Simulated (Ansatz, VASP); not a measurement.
**Sb5Se: VASP beside Ansatz**

```xyz
6
Lattice="0.0000 4.3822 4.3822 4.3822 0.0000 4.3822 4.3822 4.3822 0.0000" Properties=species:S:1:pos:R:3 pbc="T T T"
Sb    6.5733    6.5733    6.5733
Sb    5.4945    5.4945    3.2699
Sb    5.4945    3.2699    5.4945
Sb    3.2699    3.2699    3.2699
Sb    3.2699    5.4945    5.4945
Se    0.0000    0.0000    0.0000
```

Change from the starting cell: species swapped into the Be5Pd type (F-43m, No. 216).

Alike in both runs: functional PBE; k mesh 8 × 8 × 8; occupations gaussian, width 0.1 eV; no spin polarisation.

Ansatz relaxed the structure, and its values are those at the end. VASP's run is a single point on that final structure, the one shown.

```csv
,VASP,Ansatz
version,VASP 6.6.1,Ansatz 0.2.0
potentials or method,"VASP PAW PBE potentials, release 64 (Sb, Se), cutoff 520 eV","scalar-relativistic, plane waves, PAW"
valence electrons in the cell,31,91
```

Ansatz gave:

- gap on the k mesh at the Fermi level (eV): none
- pressure (GPa): 0.0

Q: Which values does VASP return?

A: gap on the k mesh at the Fermi level (eV): none; pressure (GPa): -0.1.

A gap of «none» marks a metal or a gap that the smearing closes. The functional is the same, so the differences come from potentials, cutoffs and numerics. VASP's potentials hold 31 valence electrons a cell and Ansatz's 91, so a difference there can come from the potentials and not from the codes.

Neither program's run includes spin-orbit coupling.
